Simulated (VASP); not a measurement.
# CaB6 in VASP: notebook

Runs on CaB6. Level: PBE. Tasks: single point, relaxation of cell and atoms.

Everything below comes from runs of VASP 6.6.1. Logs are shortened: lines on timing, memory, paths and dates and some standing lists are left out, and cuts for length are marked.

## (1) The cell of the first run

The typed cell holds 7 atoms: a = 4.445 Å, b = 4.445 Å, c = 4.270 Å, α = 90.42°, β = 90.42°, γ = 90.03°.

The cell was built from a structure type or drawn by symmetry, and may not be a known phase.

## (2) Single point, PBE

Input file INCAR:

```
SYSTEM = CaB6
ALGO = Normal ; EDIFF = 1E-6
ENCUT = 520 ; GGA = PE
ISIF = 2 ; ISMEAR = 0
LASPH = .True. ; LCHARG = .True.
LELF = .True. ; LREAL = .False.
LVHAR = .True. ; LWAVE = .False.
NBANDS = 23 ; NELM = 60
PREC = Accurate ; SIGMA = 0.1
```

Input file KPOINTS:

```
k-points
0
Gamma
  6 6 4
  0 0 0
```

Input file POSCAR:

```
CaB6
1.0
    3.0689978680     -3.1442308368      0.6759677881
    3.0689978680      3.1442308368      0.6759677881
   -0.9611992971      0.0000000000      4.1603838785
Ca B
1 6
Direct
    0.4622411315      0.5377588685      0.0000000000
   -0.0370227649      1.0385205751      0.3021388862
   -0.0385205751      1.0370227649      0.6978611138
    0.2427973467      0.0377687650      0.0010026445
    0.9622312350      0.7572026533      0.9989973555
    0.9622563540      0.3182815658      0.0009694931
    0.6817184342      0.0377436460     -0.0009694931
```

Potentials or basis: VASP PAW PBE potentials, release 64 (Ca_sv, B).

Launch:

```bash
$ cat potpaw_PBE.64/Ca_sv/POTCAR potpaw_PBE.64/B/POTCAR > POTCAR
$ mpirun -np 1 vasp_std > vasp.out
```

OUTCAR:

```text
SYSTEM = CaB6
   EDIFF = 1E-6
   ENCUT = 520
   GGA = PE
   ISIF = 2
   ISMEAR = 0
   LASPH = .True.
   LREAL = .False.
   NELM = 60
   PREC = Accurate

 ion  position               nearest neighbor table
   1  0.462  0.538  0.000-   4 2.43   5 2.43   6 2.43   7 2.43   4 2.43   5 2.43   7 2.43   6 2.43

   2  0.963  0.039  0.302-   3 1.69   7 1.79   5 1.79   6 1.80   4 1.80
   3  0.961  0.037  0.698-   2 1.69   6 1.79   4 1.79   7 1.80   5 1.80
   4  0.243  0.038  0.001-   5 1.76   6 1.76   3 1.79   2 1.80   7 1.95   1 2.43   1 2.43
   5  0.962  0.757  0.999-   4 1.76   7 1.76   2 1.79   3 1.80   6 1.95   1 2.43   1 2.43
   6  0.962  0.318  0.001-   7 1.76   4 1.76   3 1.79   2 1.80   5 1.95   1 2.43   1 2.43
   7  0.682  0.038  0.999-   6 1.76   5 1.76   2 1.79   3 1.80   4 1.95   1 2.43   1 2.43

  LATTYP: Found a base centered monoclinic cell.
 ALAT       =     6.2851190488
 B/A-ratio  =     1.0005318316
 C/A-ratio  =     0.6793787557
 COS(beta)  =    -0.0102568482

  Lattice vectors:

 A1 = (   3.0689978680,  -3.1442308368,   0.6759677881)
 A2 = (   3.0689978680,   3.1442308368,   0.6759677881)
 A3 = (  -0.9611992971,   0.0000000000,   4.1603838785)

Analysis of symmetry for initial positions (statically):
=====================================================================
 Subroutine PRICEL returns:
 Original cell was already a primitive cell.

 Routine SETGRP: Setting up the symmetry group for a
 base centered monoclinic supercell.

 Subroutine GETGRP returns: Found  2 space group operations
 (whereof  2 operations were pure point group operations)
 out of a pool of  4 trial point group operations.

The static configuration has the point symmetry C_2 .

Analysis of symmetry for dynamics (positions and initial velocities):
=====================================================================
 Subroutine PRICEL returns:
 Original cell was already a primitive cell.

 Routine SETGRP: Setting up the symmetry group for a
 base centered monoclinic supercell.

 Subroutine GETGRP returns: Found  2 space group operations
 (whereof  2 operations were pure point group operations)
 out of a pool of  4 trial point group operations.

The dynamic configuration has the point symmetry C_2 .

 Subroutine INISYM returns: Found  2 space group operations
 (whereof  2 operations are pure point group operations),
 and found     1 'primitive' translations

----------------------------------------------------------------------------------------

                                     Primitive cell

  volume of cell :      84.3783

  direct lattice vectors                    reciprocal lattice vectors
     3.068997868 -3.144230837  0.675967788     0.155030544 -0.159021403  0.035817668
     3.068997868  3.144230837  0.675967788     0.155030544  0.159021403  0.035817668
    -0.961199297  0.000000000  4.160383879    -0.050377877  0.000000000  0.228723322

  length of vectors
     4.445432253  4.445432253  4.269976359     0.224955955  0.224955955  0.234205654

  position of ions in fractional coordinates (direct lattice)
     0.462241132  0.537758868  0.000000000
     0.962977235  0.038520575  0.302138886
     0.961479425  0.037022765  0.697861114
     0.242797347  0.037768765  0.001002644
     0.962231235  0.757202653  0.998997356
     0.962256354  0.318281566  0.000969493
     0.681718434  0.037743646  0.999030507

  ion indices of the primitive-cell ions
   primitive index   ion index
                 1           1
                 2           2
                 3           3
                 4           4
                 5           5
                 6           6
                 7           7

----------------------------------------------------------------------------------------

 KPOINTS: k-points

Automatic generation of k-mesh.
 Grid dimensions read from file:
 generate k-points for:    6    6    4

 Generating k-lattice:

  Cartesian coordinates                     Fractional coordinates (reciprocal lattice)
     0.025838424 -0.026503567  0.005969611     0.166666667 -0.000000000  0.000000000
     0.025838424  0.026503567  0.005969611    -0.000000000  0.166666667  0.000000000
    -0.012594469  0.000000000  0.057180830     0.000000000  0.000000000  0.250000000

  Length of vectors
     0.037492659  0.037492659  0.058551413

  Shift w.r.t. Gamma in fractional coordinates (k-lattice)
     0.000000000  0.000000000  0.000000000

 Subroutine IBZKPT returns following result:
 ===========================================

 Found     47 irreducible k-points:

 Following reciprocal coordinates:
            Coordinates               Weight
  0.000000  0.000000  0.000000      1.000000
  0.166667  0.000000  0.000000      4.000000
  0.333333  0.000000  0.000000      4.000000
  0.500000  0.000000  0.000000      2.000000
  0.166667  0.166667  0.000000      2.000000
  0.333333  0.166667  0.000000      4.000000
[... 16 lines left out ...]
 -0.333333  0.166667  0.250000      4.000000
 -0.166667  0.166667  0.250000      4.000000
 [... further k-points ...]
   k-points           NKPTS =     47   k-points in BZ     NKDIM =     47   number of bands    NBANDS=     23
   number of dos      NEDOS =    301   number of ions     NIONS =      7
   total plane-waves  NPLWV =  41472
   dimension x,y,z NGX =    36 NGY =   36 NGZ =   32
   dimension x,y,z NGXF=    72 NGYF=   72 NGZF=   64
   ions per type =               1   6
   NGX,Y,Z   is equivalent  to a cutoff of  13.46, 13.46, 12.46 a.u.
   NGXF,Y,Z  is equivalent  to a cutoff of  26.93, 26.93, 24.92 a.u.
 SYSTEM =  CaB6
   PREC   = accura    normal or accurate (medium, high low for compatibility)
   ISTART =      0    job   : 0-new  1-cont  2-samecut
   ICHARG =      2    charge: 1-file 2-atom 10-const
   ISPIN  =      1    spin polarized calculation?
   LNONCOLLINEAR =      F non collinear calculations
   LSORBIT =      F    spin-orbit coupling
   LASPH  =      T    aspherical Exc in radial PAW
   ENCUT  =  520.0 eV  38.22 Ry    6.18 a.u.   8.27  8.27  7.94*2*pi/ulx,y,z
   NELM   =     60;   NELMIN=  2; NELMDL= -5     # of ELM steps
   EDIFF  = 0.1E-05   stopping-criterion for ELM
   LREAL  =      F    real-space projection
   EDIFFG = 0.1E-04   stopping-criterion for IOM
   NSW    =      0    number of steps for IOM
   IBRION =     -1    ionic relax: 0-MD 1-quasi-New 2-CG
   NFREE  =      0    steps in history (QN), initial steepest desc. (CG)
   ISIF   =      2    stress and relaxation
   ISYM   =      2    0-nonsym 1-usesym 2-fastsym
   POTIM  = 0.5000    time-step for ionic-motion
   TEBEG  =    0.0;   TEEND  =   0.0 temperature during run
   PSTRESS=    0.0 pullay stress
   NELECT =      28.0000    total number of electrons
   NUPDOWN=      -1.0000    fix difference up-down
   EMIN   =  10.00;   EMAX   =-10.00  energy-range for DOS
   EFERMI =   0.00;   METHOD = LEGACY
   ISMEAR =     0;   SIGMA  =   0.10  broadening in eV -4-tet -1-fermi 0-gaus
   EFERMI_NEDOS =   21; number of points for ismear=-14 and -15
   IALGO  =     38    algorithm
   IMIX   =      4    mixing-type and parameters
     AMIX     =   0.40;   BMIX     =  1.00
     AMIX_MAG =   1.60;   BMIX_MAG =  1.00
  volume/ion in A,a.u.               =      12.05        81.34
  Fermi-wavevector in a.u.,A,eV,Ry     =   1.133402  2.141819 17.478047  1.284600
  Thomas-Fermi vector in A             =   2.270105
   LORBIT       =      0    0 simple, 1 ext, 2 COOP (PROOUT), +10 PAW based schemes
   GGA     = PE    functional components
   LHFCALC =     F    Hartree Fock is set to
   AEXX    =    0.0000 exact exchange contribution
   IVDW    =     0    specifies the selected vdW correction
   LEPSILON=     F    determine dielectric tensor
   LRPA    =     F    only Hartree local field effects (RPA)
 non-spin polarized calculation
 Gauss-broadening in eV      SIGMA  =   0.10
  energy-cutoff  :      520.00
  volume of cell :       84.38
 maximum number of plane-waves:      2296
 NGX is ok and might be reduce to    36
   NGX = 17   NGY = 17   NGZ = 15

 number of electron      27.9999999 magnetization

 Free energy of the ion-electron system (eV)
  ---------------------------------------------------
  ext. energy  EPLUGINS =         0.00000000
  ---------------------------------------------------
  free energy    TOTEN  =       -42.28867615 eV

  energy without entropy =      -42.28867615  energy(sigma->0) =      -42.28867615

 E-fermi :   3.4953     XC(G=0):  -9.4480

 val. band max:        3.0468911651   @ k =   0.5000   0.0000   0.0000
 cond. band min:       4.3765222691   @ k =   0.5000   0.0000   0.0000
 fundamental gap:      1.3296311041
 Fermi energy:         3.4952752796

 k-point     1 :       0.0000    0.0000    0.0000
  band No.  band energies     occupation
      1     -36.8226      2.00000
      2     -18.0246      2.00000
      3     -18.0120      2.00000
      4     -18.0115      2.00000
      5     -10.8267      2.00000
      6      -3.2028      2.00000
[... 15 lines left out ...]
     22      10.0358      0.00000
     23      10.0935      0.00000

 k-point     2 :       0.1667    0.0000    0.0000
  band No.  band energies     occupation
      1     -36.8222      2.00000
      2     -18.0305      2.00000
      3     -18.0235      2.00000
      4     -18.0108      2.00000
      5     -10.7439      2.00000
      6      -4.3037      2.00000
[... 15 lines left out ...]
     22      10.0062      0.00000
     23      10.8932      0.00000

 k-point     3 :       0.3333    0.0000    0.0000
  band No.  band energies     occupation
      1     -36.8216      2.00000
      2     -18.0674      2.00000
      3     -18.0213      2.00000
      4     -18.0089      2.00000
      5     -10.5656      2.00000
      6      -5.2551      2.00000
[... 15 lines left out ...]
     22       9.5813      0.00000
     23       9.8905      0.00000
[... 495 lines left out ...]
 k-point    23 :      -0.3333    0.1667    0.2500
  band No.  band energies     occupation
      1     -36.8206      2.00000
      2     -18.0623      2.00000
      3     -18.0345      2.00000
      4     -18.0239      2.00000
      5     -10.4422      2.00000
      6      -4.9688      2.00000
[... 15 lines left out ...]
     22       9.2591      0.00000
     23      10.6483      0.00000

 k-point    24 :      -0.1667    0.1667    0.2500
  band No.  band energies     occupation
      1     -36.8212      2.00000
      2     -18.0370      2.00000
      3     -18.0289      2.00000
      4     -18.0252      2.00000
      5     -10.5727      2.00000
      6      -4.5367      2.00000
[... 15 lines left out ...]
     22       9.8318      0.00000
     23      10.1974      0.00000

 [... further k-points ...]
[... 5 lines left out ...]
  --------------------------------------------------------------------------------------
  -------------------------------------------------------------------------------------
  Total        0.1840878      0.1628723      0.0223847      0.0000000      0.0000000      0.1591051
  in kB        3.4954650      3.0926245      0.4250421      0.0000000      0.0000000      3.0210933
  external PRESSURE =       2.3377105 kB  Pullay stress =       0.0000000 kB

 VOLUME and BASIS-vectors are now :
 -----------------------------------------------------------------------------
  energy-cutoff  :      520.00
  volume of cell :       84.38
      direct lattice vectors                 reciprocal lattice vectors
     3.068997868 -3.144230837  0.675967788     0.155030544 -0.159021403  0.035817668
     3.068997868  3.144230837  0.675967788     0.155030544  0.159021403  0.035817668
    -0.961199297  0.000000000  4.160383879    -0.050377877  0.000000000  0.228723322

 POSITION                                       TOTAL-FORCE (eV/Angst)
 -----------------------------------------------------------------------------------
      3.06900      0.23745      0.67597         0.000000     -0.000457      0.000000
      2.78318     -2.90671      1.93399         0.003826     -0.001336     -0.018434
      2.39362     -2.90671      3.57833        -0.003826     -0.001336      0.018434
      0.86009     -0.64466      0.19383        -0.016876      0.015556     -0.005433
      4.31670     -0.64466      5.31849         0.016876      0.015556      0.005433
      3.92904     -2.02481      0.86964        -0.013762     -0.013991     -0.003850
      1.24776     -2.02481      4.64268         0.013762     -0.013991      0.003850
 -----------------------------------------------------------------------------------
    total drift:                               -0.000000     -0.000036      0.000000

  FREE ENERGIE OF THE ION-ELECTRON SYSTEM (eV)
  ---------------------------------------------------
  free  energy   TOTEN  =       -42.2886761515 eV

  energy  without entropy=      -42.2886761515  energy(sigma->0) =      -42.28867615
```

It took 68 s on 1 thread of Intel Xeon Platinum 8259CL at 2.50GHz (Skylake/Cascade Lake), shared host; peak memory 0.24 GiB.

What came out:

| Property | Result |
| --- | --- |
| Free energy | -42.2887 eV |
| Pressure | 0.2 GPa |
| Largest force | 0.024 eV/Å |
| Band gap on the k mesh | 1.33 eV |

Forces in eV/Å, atoms in the order of the input:
```
Ca   0.000  0.000  0.000
B    0.004 -0.001 -0.018
B   -0.004 -0.001  0.018
B   -0.017  0.016 -0.005
B    0.017  0.016  0.005
B   -0.014 -0.014 -0.004
B    0.014 -0.014  0.004
```

Stress tensor (GPa, compression positive):
```
0.35 0.00 0.30
0.00 0.31 0.00
0.30 0.00 0.04
```

Levels at points of the mesh, in eV from the valence-band top:
```csv
k point,band 11,band 12,band 13,band 14,band 15,band 16,band 17,band 18
"(0.00, 0.00, 0.00)",-4.54,-2.53,-0.25,-0.24,2.54,3.53,3.59,3.61
"(0.50, 0.00, 0.00)",-2.24,-1.93,-1.60,0.00,1.33,2.78,3.20,3.53
"(0.50, 0.50, 0.00)",-1.89,-1.89,-1.28,-1.28,1.50,2.56,2.68,3.42
"(0.00, 0.00, 0.50)",-2.47,-2.14,-2.14,-1.44,2.31,3.50,4.63,4.63
"(0.50, 0.00, 0.50)",-2.09,-1.92,-1.81,-1.38,2.46,3.03,3.59,4.68
"(0.50, 0.50, 0.50)",-3.67,-1.13,-1.06,-1.05,1.40,2.60,3.87,4.91
```

A k mesh can miss the band edges.

[end of part 1 of 2]
